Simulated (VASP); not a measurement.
Set up this calculation in VASP 6.6.1, as the native input.

```yaml
Task: single point
Functional: PBE
Potentials_or_basis: VASP PAW PBE potentials, release 64 (Ta_pv, Rh_pv, N)
Cutoff: 520 eV
k_mesh: 6 × 6 × 4
Occupations: gaussian, width 0.1 eV
Spin: collinear spin, ferromagnetic start
Starting_moments: "[0.0, 1.0, 0.0, 0.0] μB"
Dipole_correction: no
Further_INCAR_settings: ALGO = Normal; EDIFF = 1e-06; NBANDS = 30
```

The structure of TaRhN2 lies in POSCAR:

```
TaRhN2
1.0
    3.1366462570      0.0000000000      0.0000000000
    0.0000000000      3.1366462570      0.0000000000
    0.0000000000      0.0000000000      4.3110537276
Ta Rh N
1 1 2
Direct
    0.0000000000      0.0000000000      0.0000000000
    0.5000000000      0.5000000000      0.5000000000
    0.0000000000      0.0000000000      0.5000000000
    0.5000000000      0.5000000000      0.0000000000
```

These files were run (other wordings do the same):

INCAR

```
SYSTEM = TaRhN2
ALGO = Normal ; EDIFF = 1E-6
ENCUT = 520 ; GGA = PE
ISIF = 2 ; ISMEAR = 0
ISPIN = 2 ; LASPH = .True.
LCHARG = .False. ; LMAXMIX = 4
LORBIT = 11 ; LREAL = .False.
LWAVE = .False. ; MAGMOM = 0 1 0 0
NBANDS = 30 ; NELM = 150
PREC = Accurate ; SIGMA = 0.1
```

KPOINTS

```
k-points
0
Gamma
  6 6 4
  0 0 0
```

Potentials or basis: VASP PAW PBE potentials, release 64 (Ta_pv, Rh_pv, N).

Command:

```sh
$ cat potpaw_PBE.64/Ta_pv/POTCAR potpaw_PBE.64/Rh_pv/POTCAR potpaw_PBE.64/N/POTCAR > POTCAR
$ mpirun -np 1 vasp_std > vasp.out
```

Results of the run:

```
Pressure                                              : 0.4 GPa
Band gap on the k mesh                                : zero (filled and empty bands overlap)
Net moment                                            : 0.00 μB per cell
Valence electrons inside the program's atomic spheres : Ta 8.74; Rh 13.82; N 3.67, 3.71
```

Caveat: the k points lie up to 0.36 Å⁻¹ apart, too coarse for converged energies and pressures of a metal; spin-orbit coupling is left out, which moves the levels of the heavy elements.

Wall time 86 s on 1 thread of Oxide Virtual Turin-like Processor, with other jobs on the host, peak memory 0.17 GiB.
